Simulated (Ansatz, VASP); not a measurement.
## One calculation of SrCaTe2, two programs

File POSCAR:

```
SrCaTe2
1.0
    2.3129611684      1.3353887533      7.5589775398
   -2.3129611684      1.3353887533      7.5589775398
    0.0000000000     -2.6707775063      7.5589775399
Ca Sr Te
1 1 2
Direct
    1.0000000000      0.0000000000      0.0000000000
    0.5000000000      0.5000000000      0.5000000000
    0.2542541293      0.2542541293      0.2542541293
    0.7457458707      0.7457458707      0.7457458707
```

Contents of INCAR.step1:

```
SYSTEM = SrCaTe2
PREC = Accurate ; ENCUT = 520
ISMEAR = 0 ; SIGMA = 0.01
LREAL = .FALSE. ; LASPH = .TRUE.
NELM = 80 ; NBANDS = 24
GGA = PE ; ALGO = Normal
EDIFF = 1E-4 ; LWAVE = .TRUE.
LCHARG = .FALSE.
```

Contents of INCAR.step2:

```
SYSTEM = SrCaTe2
PREC = Accurate ; ENCUT = 520
EDIFF = 1E-6 ; ISMEAR = 0
SIGMA = 0.01 ; LREAL = .FALSE.
LASPH = .TRUE. ; NELM = 80
ALGO = Normal ; ISIF = 2
LWAVE = .FALSE. ; LCHARG = .FALSE.
METAGGA = R2SCAN ; LMIXTAU = .TRUE.
NBANDS = 24 ; ISTART = 1
```

Contents of KPOINTS:

```
Automatic mesh
0
G
  6 6 6
  0 0 0
```

Input for Ansatz:

```yaml
crystal:
  lattice:
    - [2.3129611684, 1.3353887533, 7.5589775398]
    - [-2.3129611684, 1.3353887533, 7.5589775398]
    - [0.0, -2.6707775063, 7.5589775399]
  atoms:
    - { symbol: Ca, position: [1.0, 0.0, 0.0] }
    - { symbol: Sr, position: [0.5, 0.5, 0.5] }
    - { symbol: Te, position: [0.2542541293, 0.2542541293, 0.2542541293] }
    - { symbol: Te, position: [0.7457458707, 0.7457458707, 0.7457458707] }
kpoints:
  mp_grid: { grid: [6, 6, 6] }
  band_path:
    path:
      - [0.0, 0.0, 0.0]
      - [0.5, 0.5, 0.5]
      - [0.8125268799, 0.1874731201, 0.5]
      - [0.5, -0.1874731201, 0.1874731201]
      - [0.5, 0.0, 0.0]
      - [0.3437365601, -0.3437365601, 0.0]
      - [0.6562634399, 0.0, 0.3437365601]
      - [0.5, 0.0, 0.5]
      - [0.0, 0.5, 0.5]
    npoints: 1
hamiltonian:
  xc: r2scan
scf:
  occupations: { method: fixed }
  n_extra_bands: 5
output:
  forces: true
  stress: true
  eigenvalues: true
```

Alike in both runs: task single point; functional r2SCAN; k mesh 6 × 6 × 6; no spin polarisation.

|  | VASP | Ansatz |
| --- | --- | --- |
| version | VASP 6.6.1 | Ansatz 0.2.0 |
| potentials or method | VASP PAW PBE potentials, release 64 (Ca_sv, Sr_sv, Te) | plane waves, PAW |
| plane-wave cutoff (eV) | 520 | 500 |
| occupations | gaussian, width 0.01 eV | fixed |
| valence electrons in the cell | 32 | 52 |

Ansatz gave:

```
gap on the k mesh at the Fermi level (eV) : 2.05
pressure (GPa)                            : 0.0
rms of the force components (eV/Å)        : 0.001
```

Problem. What did VASP give for the same quantities?

Solution. gap on the k mesh at the Fermi level (eV): 2.03; pressure (GPa): 0.1; rms of the force components (eV/Å): 0.003.

VASP's potentials were made for PBE, not for r2SCAN. Atom by atom the forces differ by 0.002 eV/Å (rms over components). VASP's potentials hold 32 valence electrons a cell and Ansatz's 52, so a difference there can come from the potentials and not from the codes.

Neither program's run includes spin-orbit coupling.
